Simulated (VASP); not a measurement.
AgBr:

```
Ag Br
1.0
     0.00000    2.83136    2.83136
     2.83136    0.00000    2.83136
     2.83136    2.83136    0.00000
Ag Br
1 1
Direct
  0.00000 0.00000 0.00000
  0.50000 0.50000 0.50000
```

Base run:

- Program: VASP 6.6.1
- Functional: RPBE
- Potentials or basis: VASP PAW PBE potentials, release 64 (Ag, Br)
- Cutoff: 500 eV
- k mesh: 8 × 8 × 8
- Occupations: fermi-dirac, width 0.05 eV
- Spin: no spin polarisation

Its results: band gap on the k mesh 0.83 eV, indirect (least direct gap 2.92 eV); pressure 7.5 GPa.

The run is repeated on the same cell with these changes: functional from RPBE to BLYP. What comes out?

Band gap on the k mesh 0.75 eV, indirect (least direct gap 2.81 eV); pressure 8.9 GPa.

Caveats: the PAW data sets were made with another functional, which shifts forces and pressure a little.

A k mesh can miss the band edges.
